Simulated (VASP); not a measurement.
# Si3N4 in VASP: a series of runs

The runs below take Si3N4 through single point, with PBE.

Program: VASP 6.6.1. These are calculated values, not measurements. Logs are shortened: lines on timing, memory, paths and dates and some standing lists are left out, and cuts for length are marked.

**1. The cell of the first run**

The typed cell holds 14 atoms: a = 7.595 Å, b = 7.595 Å, c = 2.902 Å, α = 90.00°, β = 90.00°, γ = 120.00°.

**2. Single point, PBE**

The input, INCAR:

```
ALGO = Normal
EDIFF = 1E-6
ENCUT = 520
GGA = PE
ISIF = 2
ISMEAR = -1
LASPH = True
LCHARG = True
LELF = True
LREAL = False
LVHAR = True
LWAVE = False
NBANDS = 45
NELM = 80
PREC = Accurate
SIGMA = 0.02
```

The input, KPOINTS:

```
k-points
0
Gamma
  4 4 10
```

The input, POSCAR:

```
Si3N4
1.0
    7.5950000000      0.0000000000      0.0000000000
   -3.7975000000      6.5774629417      0.0000000000
    0.0000000000      0.0000000000      2.9023000000
Si N
6 8
Direct
    0.7673199110      0.1735618874      0.3256358182
    0.5937580236      0.7673199110      0.8256358182
    0.8264381126      0.5937580236      0.3256358182
    0.2326800890      0.8264381126      0.8256358182
    0.4062419764      0.2326800890      0.3256358182
    0.1735618874      0.4062419764      0.8256358182
    0.0293608826      0.3297475823      0.3256531520
    0.6996133003      0.0293608826      0.8256531520
    0.6702524177      0.6996133003      0.3256531520
    0.9706391174      0.6702524177      0.8256531520
    0.3003866997      0.9706391174      0.3256531520
    0.3297475823      0.3003866997      0.8256531520
    0.3333333333      0.6666666667     -0.1744669106
    0.6666666667      0.3333333333      0.3255330894
```

Potentials or basis: VASP PAW PBE potentials, release 64 (Si, N).

Started as:

```console
$ cat potpaw_PBE.64/Si/POTCAR potpaw_PBE.64/N/POTCAR > POTCAR
$ mpirun -np 1 vasp_std > vasp.out
```

OUTCAR:

```text
EDIFF = 1E-6
   ENCUT = 520
   GGA = PE
   ISIF = 2
   ISMEAR = -1
   LASPH = True
   LREAL = False
   NELM = 80
   PREC = Accurate

 ion  position               nearest neighbor table
   1  0.767  0.174  0.326-  14 1.73   8 1.73   8 1.73   7 1.73   3 2.99   5 2.99   2 3.05   2 3.05
                             6 3.05   6 3.05
   2  0.594  0.767  0.826-  13 1.73   9 1.73   9 1.73   8 1.73   6 2.99   4 2.99   1 3.05   1 3.05
                             3 3.05   3 3.05
   3  0.826  0.594  0.326-  14 1.73  10 1.73  10 1.73   9 1.73   1 2.99   5 2.99   4 3.05   4 3.05
                             2 3.05   2 3.05
   4  0.233  0.826  0.826-  13 1.73  11 1.73  11 1.73  10 1.73   6 2.99   2 2.99   5 3.05   5 3.05
                             3 3.05   3 3.05
   5  0.406  0.233  0.326-  14 1.73  12 1.73  12 1.73  11 1.73   3 2.99   1 2.99   4 3.05   4 3.05
                             6 3.05   6 3.05
   6  0.174  0.406  0.826-  13 1.73   7 1.73   7 1.73  12 1.73   4 2.99   2 2.99   1 3.05   1 3.05
                             5 3.05   5 3.05
   7  0.029  0.330  0.326-   6 1.73   6 1.73   1 1.73
   8  0.700  0.029  0.826-   1 1.73   1 1.73   2 1.73
   9  0.670  0.700  0.326-   2 1.73   2 1.73   3 1.73
  10  0.971  0.670  0.826-   3 1.73   3 1.73   4 1.73
  11  0.300  0.971  0.326-   4 1.73   4 1.73   5 1.73
  12  0.330  0.300  0.826-   5 1.73   5 1.73   6 1.73
  13  0.333  0.667  0.826-   4 1.73   6 1.73   2 1.73
  14  0.667  0.333  0.326-   1 1.73   3 1.73   5 1.73

  LATTYP: Found a hexagonal cell.
 ALAT       =     7.5950000000
 C/A-ratio  =     0.3821329822

  Lattice vectors:

 A1 = (   7.5950000000,   0.0000000000,   0.0000000000)
 A2 = (  -3.7975000000,   6.5774629417,   0.0000000000)
 A3 = (   0.0000000000,   0.0000000000,   2.9023000000)

Analysis of symmetry for initial positions (statically):
=====================================================================
 Subroutine PRICEL returns:
 Original cell was already a primitive cell.

 Routine SETGRP: Setting up the symmetry group for a
 hexagonal supercell.

 Subroutine GETGRP returns: Found  6 space group operations
 (whereof  3 operations were pure point group operations)
 out of a pool of 24 trial point group operations.

The static configuration has the point symmetry C_3 .
 The point group associated with its full space group is C_6 .

Analysis of symmetry for dynamics (positions and initial velocities):
[... 148 lines left out ...]
   EMIN   =  10.00;   EMAX   =-10.00  energy-range for DOS
   EFERMI =   0.00;   METHOD = LEGACY
   ISMEAR =    -1;   SIGMA  =   0.02  broadening in eV -4-tet -1-fermi 0-gaus
   EFERMI_NEDOS =   21; number of points for ismear=-14 and -15
   IALGO  =     38    algorithm
   IMIX   =      4    mixing-type and parameters
     AMIX     =   0.40;   BMIX     =  1.00
     AMIX_MAG =   1.60;   BMIX_MAG =  1.00
  volume/ion in A,a.u.               =      10.36        69.89
  Fermi-wavevector in a.u.,A,eV,Ry     =   1.246499  2.355542 21.140191  1.553760
  Thomas-Fermi vector in A             =   2.380674
   LORBIT       =      0    0 simple, 1 ext, 2 COOP (PROOUT), +10 PAW based schemes
   GGA     = PE    functional components
   LHFCALC =     F    Hartree Fock is set to
   AEXX    =    0.0000 exact exchange contribution
   IVDW    =     0    specifies the selected vdW correction
   LEPSILON=     F    determine dielectric tensor
   LRPA    =     F    only Hartree local field effects (RPA)
 non-spin polarized calculation
  energy-cutoff  :      520.00
  volume of cell :      144.99
 maximum number of plane-waves:      3965
   NGX = 29   NGY = 29   NGZ = 11

 number of electron      64.0000003 magnetization

 Free energy of the ion-electron system (eV)
  ---------------------------------------------------
  ext. energy  EPLUGINS =         0.00000000
  ---------------------------------------------------
  free energy    TOTEN  =      -114.47229882 eV

  energy without entropy =     -114.47229882  energy(sigma->0) =     -114.47229882

 E-fermi :   7.2751     XC(G=0): -10.8263

 val. band max:        6.8074882272   @ k =   0.0000   0.0000   0.2000
 cond. band min:      11.1538529845   @ k =   0.0000   0.0000   0.0000
 fundamental gap:      4.3463647574
 Fermi energy:         7.2751040535

 k-point     1 :       0.0000    0.0000    0.0000
  band No.  band energies     occupation
      1     -11.4429      2.00000
      2      -9.9691      2.00000
      3      -9.9691      2.00000
      4      -9.3295      2.00000
      5      -9.2016      2.00000
      6      -9.2016      2.00000
[... 1117 lines left out ...]
     43      14.4570      0.00000
     44      14.4570      0.00000
 [bands above 44 left out]

------------------------ aborting loop because EDIFF is reached ----------------------------------------

  FORCE on cell =-STRESS in cart. coord.  units (eV):
  Direction    XX          YY          ZZ          XY          YZ          ZX
  --------------------------------------------------------------------------------------
  -------------------------------------------------------------------------------------
  Total        5.5708569      5.5708569      5.5774939     -0.0000000      0.0000000      0.0000000
  in kB       61.5607771     61.5607771     61.6341193     -0.0000004      0.0000000      0.0000000
  external PRESSURE =      61.5852245 kB  Pullay stress =       0.0000000 kB

 VOLUME and BASIS-vectors are now :
 -----------------------------------------------------------------------------
  energy-cutoff  :      520.00
  volume of cell :      144.99
      direct lattice vectors                 reciprocal lattice vectors
     7.595000000  0.000000000  0.000000000     0.131665569  0.076017152  0.000000000
    -3.797500000  6.577462942  0.000000000     0.000000000  0.152034304  0.000000000
     0.000000000  0.000000000  2.902300000     0.000000000  0.000000000  0.344554319

 POSITION                                       TOTAL-FORCE (eV/Angst)
 -----------------------------------------------------------------------------------
      5.16869      1.14160      0.94509         0.009392     -0.006394      0.000795
      1.59569      5.04702      2.39624         0.010234      0.004937      0.000795
      4.02200      3.90542      0.94509         0.000842      0.011331      0.000795
     -1.37119      5.43587      2.39624        -0.009392      0.006394      0.000795
      2.20181      1.53044      0.94509        -0.010234     -0.004937      0.000795
     -0.22450      2.67204      2.39624        -0.000842     -0.011331      0.000795
     -1.02922      2.16890      0.94514         0.005295     -0.007291     -0.001380
      5.20207      0.19312      2.39629         0.008962      0.000940     -0.001380
      2.43379      4.60168      0.94514         0.003667      0.008231     -0.001380
      4.82672      4.40856      2.39629        -0.005295      0.007291     -0.001380
     -1.40457      6.38434      0.94514        -0.008962     -0.000940     -0.001380
      1.36371      1.97578      2.39629        -0.003667     -0.008231     -0.001380
     -0.00000      4.38498      2.39594         0.000000     -0.000000      0.001753
      3.79750      2.19249      0.94479         0.000000     -0.000000      0.001753
 -----------------------------------------------------------------------------------
    total drift:                                0.000000      0.000000     -0.000672

  FREE ENERGIE OF THE ION-ELECTRON SYSTEM (eV)
  ---------------------------------------------------
  free  energy   TOTEN  =      -114.4722988192 eV

  energy  without entropy=     -114.4722988192  energy(sigma->0) =     -114.47229882
```

Run time: 2.5 min. Hardware: 1 thread of Intel Xeon Platinum 8488C (Sapphire Rapids), shared host; peak memory 0.31 GiB.

What came out:

```
Free energy            : -114.4723 eV
Pressure               : 6.2 GPa
Largest force          : 0.011 eV/Å
Band gap on the k mesh : 4.35 eV (least direct gap 4.54 eV)
```

Forces on the atoms (eV/Å):
```
Si   0.009 -0.006  0.001
Si   0.010  0.005  0.001
Si   0.001  0.011  0.001
Si  -0.009  0.006  0.001
Si  -0.010 -0.005  0.001
Si  -0.001 -0.011  0.001
N    0.005 -0.007 -0.001
N    0.009  0.001 -0.001
N    0.004  0.008 -0.001
N   -0.005  0.007 -0.001
N   -0.009 -0.001 -0.001
N   -0.004 -0.008 -0.001
N    0.000  0.000  0.002
N    0.000  0.000  0.002
```

Caveat: the cell stands under pressure. A k mesh can miss the band edges.

**3. Single point, PBE (10.56 Å³/atom)**

This run uses another cell than the first one, of 10.56 Å³/atom.

The input, INCAR:

```
  PREC = Accurate
  ENCUT = 520
  EDIFF = 1E-7
  ISMEAR = -1
  SIGMA = 0.02
  LREAL = False
  LASPH = True
  NELM = 100
  ALGO = Normal
  ISIF = 2
  LWAVE = False
  LCHARG = True
  GGA = PE
  LELF = True
  LVHAR = True
  NBANDS = 45
```

The input, KPOINTS:

```
Automatic mesh
0
Gamma
  4 4 10
```

The input, POSCAR:

```
Si3N4
1.0
    7.6452994791      0.0000000000      0.0000000000
   -3.8226497395      6.6210235684      0.0000000000
    0.0000000000      0.0000000000      2.9215210900
Si N
6 8
Direct
    0.7679951369      0.1741716375      0.3256323271
    0.5938234994      0.7679951369      0.8256323271
    0.8258283625      0.5938234994      0.3256323271
    0.2320048631      0.8258283625      0.8256323271
    0.4061765006      0.2320048631      0.3256323271
    0.1741716375      0.4061765006      0.8256323271
    0.0300649356      0.3298733983      0.3256443399
    0.7001915374      0.0300649356      0.8256443399
    0.6701266017      0.7001915374      0.3256443399
    0.9699350644      0.6701266017      0.8256443399
    0.2998084626      0.9699350644      0.3256443399
    0.3298733983      0.2998084626      0.8256443399
    0.3333333333      0.6666666667     -0.1744300008
    0.6666666667      0.3333333333      0.3255699992
```

Potentials or basis: VASP PAW PBE potentials, release 64 (Si, N).

Started as:

```console
$ cat potpaw_PBE.64/Si/POTCAR potpaw_PBE.64/N/POTCAR > POTCAR
$ mpirun -np 1 vasp_std > vasp.out
```

It took 2.8 min on 1 thread of Intel Xeon Platinum 8488C (Sapphire Rapids), shared host; peak memory 0.33 GiB.

Results (log left out):

```
Free energy            : -114.5405 eV
Pressure               : 1.2 GPa
Largest force          : 0.022 eV/Å
Band gap on the k mesh : 4.27 eV (least direct gap 4.46 eV)
```

Forces in eV/Å, atoms in the order of the input:
```
Si   0.015  0.017  0.001
Si  -0.007  0.021  0.001
Si  -0.022  0.005  0.001
Si  -0.015 -0.017  0.001
Si   0.007 -0.021  0.001
Si   0.022 -0.005  0.001
N    0.004 -0.009 -0.001
N    0.009 -0.001 -0.001
N    0.006  0.008 -0.001
N   -0.004  0.009 -0.001
N   -0.009  0.001 -0.001
N   -0.006 -0.008 -0.001
N    0.000  0.000  0.001
N    0.000  0.000  0.001
```

Stress tensor (GPa, compression positive):
```
1.26 0.00 0.00
0.00 1.26 0.00
0.00 0.00 1.02
```

Levels at points of the mesh, in eV from the valence-band top:
```
           k point  band 30  band 31  band 32  band 33  band 34  band 35
(0.00, 0.00, 0.00)    -0.45    -0.38    -0.19     4.27     4.64     4.82
(0.50, 0.00, 0.00)    -0.76    -0.32    -0.25     4.55     4.65     4.80
(0.00, 0.00, 0.50)    -1.59    -1.32    -1.32     4.67     4.67     4.67
(0.50, 0.00, 0.50)    -1.47    -1.03    -1.03     4.73     4.73     5.80
```

**4. Single point, PBE (9.73 Å³/atom)**

This run uses another cell than the first one, of 9.73 Å³/atom.

The input, INCAR:

```
PREC = Accurate ; ENCUT = 520
EDIFF = 1E-6 ; ISMEAR = -1
SIGMA = 0.02 ; LREAL = F
LASPH = T ; NELM = 100
ALGO = Normal ; ISIF = 2
LWAVE = F ; LCHARG = F
GGA = PE ; NBANDS = 45
```

KPOINTS is that of step 3.

The input, POSCAR:

```
Si3N4
1.0
    7.4399564957      0.0000000000      0.0000000000
   -3.7199782478      6.4431913283      0.0000000000
    0.0000000000      0.0000000000      2.8430527633
Si N
6 8
Direct
    0.7629731989      0.1695022424      0.3256290227
    0.5934709565      0.7629731989      0.8256290227
    0.8304977576      0.5934709565      0.3256290227
    0.2370268011      0.8304977576      0.8256290227
    0.4065290435      0.2370268011      0.3256290227
    0.1695022424      0.4065290435      0.8256290227
    0.0252663990      0.3285367532      0.3256289781
    0.6967296457      0.0252663990      0.8256289781
    0.6714632468      0.6967296457      0.3256289781
    0.9747336010      0.6714632468      0.8256289781
    0.3032703543      0.9747336010      0.3256289781
    0.3285367532      0.3032703543      0.8256289781
    0.3333333333      0.6666666667     -0.1743740023
    0.6666666667      0.3333333333      0.3256259977
```

Started as:

```console
$ cat potpaw_PBE.64/Si/POTCAR potpaw_PBE.64/N/POTCAR > POTCAR
$ mpirun -np 1 vasp_std > vasp.out
```

Wall time 99 s (1 thread of AMD EPYC 9R45 (Zen 5), shared host); peak memory 0.27 GiB.

It converged, with:

```yaml
Free_energy: -113.6680 eV
Pressure: 24.0 GPa
Largest_force: 0.008 eV/Å
Band_gap_on_the_k_mesh: 4.60 eV (least direct gap 4.78 eV)
```

Forces in eV/Å, atoms in the order of the input:
```
Si   0.008  0.001  0.000
Si   0.003  0.007  0.000
Si  -0.004  0.006  0.000
Si  -0.008 -0.001  0.000
Si  -0.003 -0.007  0.000
Si   0.004 -0.006  0.000
N   -0.001  0.001  0.000
N   -0.002  0.000  0.000
N   -0.001 -0.002  0.000
N    0.001 -0.001  0.000
N    0.002  0.000  0.000
N    0.001  0.002  0.000
N    0.000  0.000  0.000
N    0.000  0.000  0.000
```

Stress tensor (GPa, compression positive):
```
23.60  0.00  0.00
 0.00 23.60  0.00
 0.00  0.00 24.91
```

Levels at points of the mesh, in eV from the valence-band top:
| k point | band 29 | band 30 | band 31 | band 32 | band 33 | band 34 | band 35 | band 36 |
| --- | --- | --- | --- | --- | --- | --- | --- | --- |
| (0.00, 0.00, 0.00) | -1.36 | -0.49 | -0.35 | -0.18 | 4.60 | 5.11 | 5.33 | 5.33 |
| (0.50, 0.00, 0.00) | -1.45 | -0.78 | -0.33 | -0.25 | 5.01 | 5.08 | 5.21 | 5.72 |
| (0.00, 0.00, 0.50) | -1.70 | -1.70 | -1.51 | -1.51 | 4.93 | 4.93 | 4.93 | 4.93 |
| (0.50, 0.00, 0.50) | -1.57 | -1.57 | -1.14 | -1.14 | 5.10 | 5.10 | 6.13 | 6.13 |

Caveat: the cell stands under pressure.

**5. The runs side by side**

```csv
cell,gap on the mesh (eV),pressure (GPa),largest force (eV/Å)
"a = 7.595, b = 7.595, c = 2.902 Å, angles 90.0, 90.0, 120.0°, 14 atoms, atomic positions A",4.35,6.2,0.01
"a = 7.645, b = 7.645, c = 2.922 Å, angles 90.0, 90.0, 120.0°, 14 atoms, atomic positions A",4.27,1.2,0.02
"a = 7.440, b = 7.440, c = 2.843 Å, angles 90.0, 90.0, 120.0°, 14 atoms, atomic positions B",4.60,24.0,0.01
```

Alike in all rows: task single point; level PBE; potentials or basis VASP PAW PBE potentials, release 64 (Si, N); no spin polarisation; k mesh 4 × 4 × 10; cutoff (eV) 520; smearing fermi-dirac 0.02 eV.

Caveats: the cell stands under pressure (at least some runs).

Absolute energies hang on the potentials; compare differences alone.
